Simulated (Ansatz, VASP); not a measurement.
One calculation of InSb2, two programs

```
In Sb
1.0
     6.74413    0.00000    0.00000
     0.00000    6.74413    0.00000
     0.00000    0.00000    4.50055
In Sb
2 4
Direct
  0.00000 0.00000 0.00000
  0.50000 0.50000 0.50000
  0.30904 0.30904 0.00000
  0.19096 0.80904 0.50000
  0.69096 0.69096 0.00000
  0.80904 0.19096 0.50000
```

Alike in both runs: functional r2SCAN; k mesh 6 × 6 × 8; occupations gaussian, width 0.1 eV; no spin polarisation.

Ansatz relaxed the structure, and its values are those at the end. VASP's run is a single point on that final structure, the one shown.

|  | VASP | Ansatz |
| --- | --- | --- |
| version | VASP 6.6.1 | Ansatz 0.2.0 |
| potentials or method | VASP PAW PBE potentials, release 64 (In_d, Sb), cutoff 520 eV | scalar-relativistic, plane waves, PAW |
| valence electrons in the cell | 46 | 86 |

```csv
,VASP,Ansatz,Ansatz less VASP
gap on the k mesh at the Fermi level (eV),none,none,-
pressure (GPa),0.0,0.0,-0.01
```

VASP's potentials were made for PBE, not for r2SCAN. A gap of «none» marks a metal or a gap that the smearing closes. VASP's potentials hold 46 valence electrons a cell and Ansatz's 86, so a difference there can come from the potentials and not from the codes.

Spin-orbit coupling is off throughout.
